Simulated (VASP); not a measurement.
# TiO2 (I4_1/amd) in VASP: notebook

The runs below take TiO2 through relaxation of cell and atoms, single point, with PBE.

Program: VASP 6.6.1. These are calculated values, not measurements. Logs are shortened: lines on timing, memory, paths and dates and some standing lists are left out, and cuts for length are marked.

## (1) The cell of the first run

Symmetry: I4_1/amd, No. 141, tetragonal system. Conventional cell: a = 3.678 Å, b = 3.678 Å, c = 8.941 Å, α = 90.00°, β = 90.00°, γ = 90.00°. Within 2.5 Å of Ti (site symmetry -4m2) lie 6 O at 1.87 to 1.91 Å. Within 2.5 Å of O (site symmetry 2mm) lie 3 Ti at 1.87 to 1.91 Å and 2 O at 2.43 Å.

## (2) Relaxation of cell and atoms, PBE, target pressure 30 GPa, at which the enthalpy is minimised

INCAR

```
SYSTEM = TiO2
PREC = Accurate ; ENCUT = 600
EDIFF = 1E-6 ; ISMEAR = 0
SIGMA = 0.02 ; LREAL = .FALSE.
LASPH = .TRUE. ; NELM = 80
ALGO = Normal ; ISIF = 3
LWAVE = .FALSE. ; LCHARG = .FALSE.
GGA = PE ; IBRION = 2
NSW = 70 ; EDIFFG = -0.008
PSTRESS = 300.0
```

KPOINTS

```
Automatic mesh
0
G
  10 10 10
  0 0 0
```

POSCAR

```
TiO2
1.0
   -1.8389847759      1.8389847759      4.4702509217
    1.8389847759     -1.8389847759      4.4702509217
    1.8389847759      1.8389847759     -4.4702509217
Ti O
2 4
Direct
    0.0000000000      0.0000000000      0.0000000000
    0.7500000000      0.2500000000      0.5000000000
    0.9641612661      0.4641612661      0.5000000000
    0.2141612661      0.2141612661      0.0000000000
    0.5358387339      0.0358387339      0.5000000000
    0.7858387339      0.7858387339      0.0000000000
```

Potentials or basis: VASP PAW PBE potentials, release 64 (Ti_sv, O).

Command:

```bash
$ cat potpaw_PBE.64/Ti_sv/POTCAR potpaw_PBE.64/O/POTCAR > POTCAR
$ mpirun -np 1 vasp_std > vasp.out
```

OUTCAR:

```text
SYSTEM = TiO2
   PREC = Accurate
   ENCUT = 600
   EDIFF = 1E-6
   ISMEAR = 0
   LREAL = .FALSE.
   LASPH = .TRUE.
   NELM = 80
   ISIF = 3
   GGA = PE
   IBRION = 2
   NSW = 70
   EDIFFG = -0.008
   PSTRESS = 300.0

 ion  position               nearest neighbor table
   1  0.000  0.000  0.000-   5 1.87   3 1.87   5 1.87   3 1.87   4 1.91   6 1.91   2 2.89   2 2.89
                             2 2.89   2 2.89
   2  0.750  0.250  0.500-   6 1.87   4 1.87   6 1.87   4 1.87   3 1.91   5 1.91   1 2.89   1 2.89
                             1 2.89   1 2.89
   3  0.964  0.464  0.500-   1 1.87   1 1.87   2 1.91
   4  0.214  0.214  0.000-   2 1.87   2 1.87   1 1.91
   5  0.536  0.036  0.500-   1 1.87   1 1.87   2 1.91
   6  0.786  0.786  0.000-   2 1.87   2 1.87   1 1.91

  LATTYP: Found a body centered tetragonal cell.
 ALAT       =     3.6779695518
 C/A-ratio  =     2.4308254099

  Lattice vectors:

 A1 = (  -1.8389847759,   1.8389847759,   4.4702509217)
 A2 = (   1.8389847759,  -1.8389847759,   4.4702509217)
 A3 = (   1.8389847759,   1.8389847759,  -4.4702509217)

Analysis of symmetry for initial positions (statically):
=====================================================================
 Subroutine PRICEL returns:
 Original cell was already a primitive cell.

 Routine SETGRP: Setting up the symmetry group for a
 body centered tetragonal supercell.

 Subroutine GETGRP returns: Found 16 space group operations
 (whereof  8 operations were pure point group operations)
 out of a pool of 16 trial point group operations.

The static configuration has the point symmetry D_2d.
 The point group associated with its full space group is D_4h.

Analysis of symmetry for dynamics (positions and initial velocities):
=====================================================================
 Subroutine PRICEL returns:
 Original cell was already a primitive cell.

 Routine SETGRP: Setting up the symmetry group for a
 body centered tetragonal supercell.

 Subroutine GETGRP returns: Found 16 space group operations
 (whereof  8 operations were pure point group operations)
 out of a pool of 16 trial point group operations.

The dynamic configuration has the point symmetry D_2d.
 The point group associated with its full space group is D_4h.

 Subroutine INISYM returns: Found 16 space group operations
 (whereof  8 operations are pure point group operations),
 and found     1 'primitive' translations

----------------------------------------------------------------------------------------
[... 114 lines left out ...]
   EMIN   =  10.00;   EMAX   =-10.00  energy-range for DOS
   EFERMI =   0.00;   METHOD = LEGACY
   ISMEAR =     0;   SIGMA  =   0.02  broadening in eV -4-tet -1-fermi 0-gaus
   EFERMI_NEDOS =   21; number of points for ismear=-14 and -15
   IALGO  =     38    algorithm
   IMIX   =      4    mixing-type and parameters
     AMIX     =   0.40;   BMIX     =  1.00
     AMIX_MAG =   1.60;   BMIX_MAG =  1.00
  volume/ion in A,a.u.               =      10.08        68.01
  Fermi-wavevector in a.u.,A,eV,Ry     =   1.515791  2.864429 31.261031  2.297621
  Thomas-Fermi vector in A             =   2.625267
   LORBIT       =      0    0 simple, 1 ext, 2 COOP (PROOUT), +10 PAW based schemes
   GGA     = PE    functional components
   LHFCALC =     F    Hartree Fock is set to
   AEXX    =    0.0000 exact exchange contribution
   IVDW    =     0    specifies the selected vdW correction
   LEPSILON=     F    determine dielectric tensor
   LRPA    =     F    only Hartree local field effects (RPA)
 conjugate gradient relaxation of ions
 non-spin polarized calculation
 Gauss-broadening in eV      SIGMA  =   0.02
  energy-cutoff  :      600.00
  volume of cell :       60.47
 maximum number of plane-waves:      2065
 NGX is ok and might be reduce to    42
   NGX = 21   NGY = 21   NGZ = 21

--------------------------------------- Ionic step        1  -------------------------------------------

 number of electron      47.9999993 magnetization

 Free energy of the ion-electron system (eV)
  ---------------------------------------------------
  ext. energy  EPLUGINS =         0.00000000
  ---------------------------------------------------
  free energy    TOTEN  =       -52.93525853 eV

  energy without entropy =      -52.93525853  energy(sigma->0) =      -52.93525853

------------------------ aborting loop because EDIFF is reached ----------------------------------------

  FORCE on cell =-STRESS in cart. coord.  units (eV):
  Direction    XX          YY          ZZ          XY          YZ          ZX
  --------------------------------------------------------------------------------------
  -------------------------------------------------------------------------------------
  Total       13.6616982     13.6616982     13.7397688      0.0000000      0.0000000      0.0000000
  in kB      361.9654413    361.9654413    364.0339150      0.0000000      0.0000000      0.0000000
  external PRESSURE =      62.6549326 kB  Pullay stress =     300.0000000 kB
[... 109 lines left out ...]
  energy  without entropy=      -53.1895007741  energy(sigma->0) =      -53.18950077

  enthalpy is  TOTEN    =       -41.6437702532 eV   P V=       11.5457305209

[... ionic steps 4 to 10 ...]

--------------------------------------- Ionic step       11  -------------------------------------------

 number of electron      48.0000002 magnetization

------------------------ aborting loop because EDIFF is reached ----------------------------------------
[... 79 lines left out ...]
--------------------------------------- Ionic step       13  -------------------------------------------

 number of electron      48.0000002 magnetization

 Free energy of the ion-electron system (eV)
  ---------------------------------------------------
  ext. energy  EPLUGINS =         0.00000000
  ---------------------------------------------------
  free energy    TOTEN  =       -53.00282134 eV

  energy without entropy =      -53.00282134  energy(sigma->0) =      -53.00282134

 E-fermi :   4.8398     XC(G=0): -11.4503

 val. band max:        4.7605997159   @ k =   0.5000   0.5000   0.0000
 cond. band min:       6.5536555038   @ k =   0.0000   0.0000   0.0000
 fundamental gap:      1.7930557879
 Fermi energy:         4.8397765968

 k-point     1 :       0.0000    0.0000    0.0000
  band No.  band energies     occupation
      1     -51.5611      2.00000
      2     -51.4365      2.00000
      3     -28.1758      2.00000
      4     -27.8623      2.00000
      5     -27.8623      2.00000
      6     -27.7222      2.00000
[... 733 lines left out ...]
     27       8.7685      0.00000
     28       8.9097      0.00000

 [... further k-points ...]
[... 5 lines left out ...]
  --------------------------------------------------------------------------------------
  -------------------------------------------------------------------------------------
  Total       11.2952111     11.2952111     11.2907519      0.0000000      0.0000000      0.0000000
  in kB      299.6818640    299.6818640    299.5635532      0.0000000      0.0000000      0.0000000
  external PRESSURE =      -0.3575729 kB  Pullay stress =     300.0000000 kB
[... 25 lines left out ...]
  energy  without entropy=      -53.0028213365  energy(sigma->0) =      -53.00282134

  enthalpy is  TOTEN    =       -41.6956195092 eV   P V=       11.3072018272

 reached required accuracy - stopping structural energy minimisation
```

OSZICAR:

```text
N       E                     dE             d eps       ncg     rms          rms(c)
DAV:   1     0.743073296386E+03    0.74307E+03   -0.27337E+04  5712   0.226E+03
DAV:   2     0.608006140863E+02   -0.68227E+03   -0.66015E+03  6136   0.626E+02
DAV:   3    -0.630086117259E+02   -0.12381E+03   -0.12038E+03  8916   0.231E+02
[... 123 lines left out ...]
DAV:   2    -0.530020926158E+02    0.79005E-07   -0.49199E-07  3092   0.758E-03
  12 F= -.41695620E+02 E0= -.41695620E+02  d E =-.157445E-04
       N       E                     dE             d eps       ncg     rms          rms(c)
DAV:   1    -0.530028227625E+02   -0.73007E-03   -0.55415E-05  7256   0.879E-02    0.116E-02
DAV:   2    -0.530028217292E+02    0.10333E-05   -0.49094E-06  5868   0.238E-02    0.493E-03
DAV:   3    -0.530028213365E+02    0.39272E-06   -0.21798E-06  3800   0.109E-02
  13 F= -.41695620E+02 E0= -.41695620E+02  d E =-.149556E-04
```

CONTCAR:

```text
TiO2
   1.00000000000000
    -1.8702948861941042    1.8702948861941042    4.3158297828922958
     1.8702948861941042   -1.8702948861941042    4.3158297828922958
     1.8702948861941042    1.8702948861941042   -4.3158297828922958
  Ti              O
     2     4
Direct
     0.0000000000000000    0.0000000000000000    0.0000000000000000
     0.7500000000000000    0.2500000000000000    0.5000000000000000
     0.9731951808803735    0.4731951808803737    0.5000000000000000
     0.2231951808803735    0.2231951808803735    0.0000000000000000
     0.5268048191196265    0.0268048191196265    0.5000000000000000
     0.7768048191196265    0.7768048191196265    0.0000000000000000

  0.00000000E+00  0.00000000E+00  0.00000000E+00
  0.00000000E+00  0.00000000E+00  0.00000000E+00
  0.00000000E+00  0.00000000E+00  0.00000000E+00
  0.00000000E+00  0.00000000E+00  0.00000000E+00
  0.00000000E+00  0.00000000E+00  0.00000000E+00
  0.00000000E+00  0.00000000E+00  0.00000000E+00
```

Wall time 21 min (1 thread of AMD EPYC 9R45 (Zen 5), shared host); peak memory 0.35 GiB.

Results:

| Quantity | Value |
| --- | --- |
| Free energy | -53.0028 eV |
| Relaxed volume | 10.06 Å³/atom |
| Relaxed cell | a = 5.062 Å, b = 5.062 Å, c = 5.062 Å, α = 136.63°, β = 136.63°, γ = 63.00° |
| Space group after relaxing (to 0.1 Å) | I4_1/amd (No. 141) |
| Energy change on relaxing (the run minimises the enthalpy) | -11.3 meV/atom |
| Ionic steps | 13 |
| Pressure after relaxing | 30.0 GPa |
| Largest force after relaxing | 0.007 eV/Å |
| Band gap on the k mesh | 1.79 eV (least direct gap 2.44 eV) |

Forces on the atoms (eV/Å):
```
Ti   0.000  0.000  0.000
Ti   0.000  0.000  0.000
O    0.000  0.000  0.007
O    0.000  0.000  0.007
O    0.000  0.000 -0.007
O    0.000  0.000 -0.007
```

The path:
| step | energy change (eV) | largest force (eV/Å) | pressure (GPa) | volume (Å³) |
| --- | --- | --- | --- | --- |
| 1 | 0.0000 | 0.5148 | 36.27 | 60.47 |
| 2 | -0.5790 | 0.3199 | 16.87 | 63.99 |
| 3 | -0.2542 | 0.1917 | 29.02 | 61.66 |
| 4 | -0.2320 | 0.1509 | 29.20 | 61.48 |
| 5 | -0.1536 | 0.0406 | 29.77 | 60.91 |
| 6 | 0.0616 | 0.1417 | 30.93 | 59.74 |
| 7 | -0.0519 | 0.0443 | 30.43 | 60.31 |
| 8 | -0.1163 | 0.1279 | 28.36 | 60.68 |
| 9 | -0.0714 | 0.0015 | 29.86 | 60.41 |
| 10 | -0.0511 | 0.0321 | 30.41 | 60.30 |
| 11 | -0.0666 | 0.0086 | 30.01 | 60.38 |
| 12 | -0.0668 | 0.0084 | 30.01 | 60.38 |
| 13 | -0.0676 | 0.0070 | 29.96 | 60.39 |

Final structure:
```cif
data_structure
_symmetry_space_group_name_H-M 'P 1'
_symmetry_Int_Tables_number 1
_cell_length_a 5.0619
_cell_length_b 5.0619
_cell_length_c 5.0619
_cell_angle_alpha 136.632
_cell_angle_beta 136.632
_cell_angle_gamma 63.005
_cell_volume 60.39
loop_
_atom_site_label
_atom_site_type_symbol
_atom_site_fract_x
_atom_site_fract_y
_atom_site_fract_z
_atom_site_occupancy
Ti1 Ti 0.00000 0.00000 0.00000 1
Ti2 Ti 0.75000 0.25000 0.50000 1
O1 O 0.97320 0.47320 0.50000 1
O2 O 0.22320 0.22320 0.00000 1
O3 O 0.52680 0.02680 0.50000 1
O4 O 0.77680 0.77680 0.00000 1
```

Caveat: the cell is relaxed towards a set pressure, so the run minimises the enthalpy, not the energy.

## (3) Single point, PBE

This run uses another cell than the first one, of 11.47 Å³/atom.

INCAR

```
PREC = Accurate
ENCUT = 520
EDIFF = 1E-7
ISMEAR = 0
SIGMA = 0.02
LREAL = False
LASPH = True
NELM = 60
ALGO = Normal
ISIF = 2
LWAVE = False
LCHARG = True
GGA = PE
LELF = True
LVHAR = True
NBANDS = 33
```

KPOINTS

```
Automatic mesh
0
Gamma
  10 10 10
```

POSCAR

```
TiO2
1.0
   -1.8941781815      1.8941781815      4.7950794439
    1.8941781815     -1.8941781815      4.7950794439
    1.8941781815      1.8941781815     -4.7950794439
Ti O
2 4
Direct
    0.0000000000      0.0000000000      0.0000000000
    0.7500000000      0.2500000000      0.5000000000
    0.9578159530      0.4578159530      0.5000000000
    0.2078159530      0.2078159530      0.0000000000
    0.5421840470      0.0421840470      0.5000000000
    0.7921840470      0.7921840470      0.0000000000
```

Potentials or basis: VASP PAW PBE potentials, release 64 (Ti_sv, O).

Command:

```bash
$ cat potpaw_PBE.64/Ti_sv/POTCAR potpaw_PBE.64/O/POTCAR > POTCAR
$ mpirun -np 1 vasp_std > vasp.out
```

OUTCAR:

```text
PREC = Accurate
   ENCUT = 520
   EDIFF = 1E-7
   ISMEAR = 0
   LREAL = False
   LASPH = True
   NELM = 60
   ISIF = 2
   GGA = PE

 ion  position               nearest neighbor table
   1  0.000  0.000  0.000-   3 1.94   5 1.94   5 1.94   3 1.94   4 1.99   6 1.99
   2  0.750  0.250  0.500-   4 1.94   6 1.94   6 1.94   4 1.94   3 1.99   5 1.99
   3  0.958  0.458  0.500-   1 1.94   1 1.94   2 1.99
   4  0.208  0.208  0.000-   2 1.94   2 1.94   1 1.99
   5  0.542  0.042  0.500-   1 1.94   1 1.94   2 1.99
   6  0.792  0.792  0.000-   2 1.94   2 1.94   1 1.99
[... 1074 lines left out ...]
  -------------------------------------------------------------------------------------
  Total        1.5838010      1.5838010      1.6020295      0.0000000      0.0000000      0.0000000
  in kB       36.8734480     36.8734480     37.2978347      0.0000000      0.0000000      0.0000000
  external PRESSURE =      37.0149103 kB  Pullay stress =       0.0000000 kB

 VOLUME and BASIS-vectors are now :
 -----------------------------------------------------------------------------
  energy-cutoff  :      520.00
  volume of cell :       68.82
      direct lattice vectors                 reciprocal lattice vectors
    -1.894178182  1.894178182  4.795079444     0.000000000  0.263966719  0.104273559
     1.894178182 -1.894178182  4.795079444     0.263966719  0.000000000  0.104273559
     1.894178182  1.894178182 -4.795079444     0.263966719  0.263966719  0.000000000

 POSITION                                       TOTAL-FORCE (eV/Angst)
 -----------------------------------------------------------------------------------
      0.00000      0.00000      0.00000         0.000000      0.000000     -0.000000
      0.00000      1.89418      2.39754         0.000000      0.000000     -0.000000
     -0.00000      1.89418      4.39053         0.000000     -0.000000      0.019835
      0.00000      0.00000      1.99299        -0.000000      0.000000      0.019835
      0.00000      1.89418      0.40455         0.000000     -0.000000     -0.019835
      0.00000      0.00000      7.59717        -0.000000      0.000000     -0.019835
 -----------------------------------------------------------------------------------
    total drift:                               -0.000000     -0.000000      0.000000

  FREE ENERGIE OF THE ION-ELECTRON SYSTEM (eV)
  ---------------------------------------------------
  free  energy   TOTEN  =       -53.8480349312 eV

  energy  without entropy=      -53.8480349312  energy(sigma->0) =      -53.84803493
```

Wall time 11 min (1 thread of Intel Xeon 8259CL, shared host); peak memory 0.38 GiB.

Results:

```
Free energy            : -53.8480 eV
Pressure               : 3.7 GPa
Largest force          : 0.020 eV/Å
Band gap on the k mesh : 2.10 eV (least direct gap 2.43 eV)
```

Forces on the atoms (eV/Å):
```
Ti   0.000  0.000  0.000
Ti   0.000  0.000  0.000
O    0.000  0.000  0.020
O    0.000  0.000  0.020
O    0.000  0.000 -0.020
O    0.000  0.000 -0.020
```

Levels at points of the mesh, in eV from the valence-band top:
```csv
k point,band 22,band 23,band 24,band 25,band 26,band 27
"(0.00, 0.00, 0.00)",-0.78,-0.45,-0.45,2.10,2.81,3.96
"(0.50, 0.00, 0.00)",-0.93,-0.85,-0.64,3.21,3.51,3.52
"(0.50, 0.50, 0.00)",-2.04,-0.03,-0.03,3.29,3.29,3.76
"(0.50, 0.50, 0.50)",-1.26,-0.12,-0.12,2.45,2.45,3.73
```

Caveat: the cell stands under pressure. A k mesh can miss the band edges.

(Part 1 of 2 ends here.)
